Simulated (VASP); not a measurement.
Na2S: single point with PBEsol

Crystal: Na2S.

```
CELL_PARAMETERS angstrom
3.13622 3.13622 0.00000
-3.13622 3.13622 0.00000
0.00000 3.13622 3.13622
ATOMIC_POSITIONS crystal
Na 0.25000 0.75000 0.50000
Na 0.75000 0.25000 0.50000
S 0.00000 0.00000 0.00000
```

| Property | Result |
| --- | --- |
| Program | VASP 6.6.1 |
| Task | single point |
| Functional | PBEsol |
| Potentials or basis | VASP PAW PBE potentials, release 64 (Na_pv, S) |
| Cutoff | 500 eV |
| k mesh | 6 × 6 × 6 |
| Occupations | gaussian, width 0.01 eV |
| Spin | no spin polarisation |

The pressure is 4.1 GPa and the band gap on the k mesh is 2.79 eV, direct.

Levels at points of the mesh, in eV from the valence-band top:
```tsv
k point	band 8	band 9	band 10	band 11	band 12	band 13
(0.00, 0.00, 0.00)	0.00	0.00	0.00	2.79	8.09	8.09
(0.50, 0.00, 0.00)	-1.90	-0.14	-0.14	5.24	6.81	7.33
(0.50, 0.50, 0.00)	-1.69	-0.51	-0.51	3.73	6.32	9.44
```

Wall time 21 s on 1 thread of AMD EPYC 7R13, on a shared host, peak memory 0.14 GiB.

Caveat: the PAW data sets were made with another functional, which shifts forces and pressure a little.
